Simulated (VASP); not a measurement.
A run of VASP 6.6.1 is set up as follows.

The input INCAR:

```
ALGO     = Normal         # electronic algorithm
EDIFF    = 1E-6           # SCF threshold, eV
ENCUT    = 500            # plane-wave cutoff, eV
GGA      = PE             # functional
GGA_COMPAT= F            
ISIF     = 2              # what is computed and relaxed
ISMEAR   = 0              # smearing method
LASPH    = T              # aspherical terms in the spheres
LCHARG   = F              # write CHGCAR
LREAL    = F              # projectors in reciprocal space
LWAVE    = F              # write WAVECAR
NBANDS   = 11             # bands
NELM     = 120            # most SCF steps
PREC     = Accurate       # precision mode
SIGMA    = 0.01           # smearing width, eV
```

The input KPOINTS:

```
k-points
0
Gamma
  6 6 6
```

POSCAR

```
BP
1.0
    0.0000000000      2.2690000000      2.2690000000
    2.2690000000      0.0000000000      2.2690000000
    2.2690000000      2.2690000000      0.0000000000
P B
1 1
Direct
    0.7500000000      0.7500000000      0.7500000000
    0.0000000000      0.0000000000      0.0000000000
```

Potentials or basis: VASP PAW PBE potentials, release 64 (P, B).

Command:

```bash
$ cat potpaw_PBE.64/P/POTCAR potpaw_PBE.64/B/POTCAR > POTCAR
$ mpirun -np 1 vasp_std > vasp.out
```

Q: Predict the pressure.

A: 1.0 GPa.

Q: What does it give for the band gap on the k mesh?

A: 1.33 eV, indirect (least direct gap 3.40 eV).

A k mesh can miss the band edges.
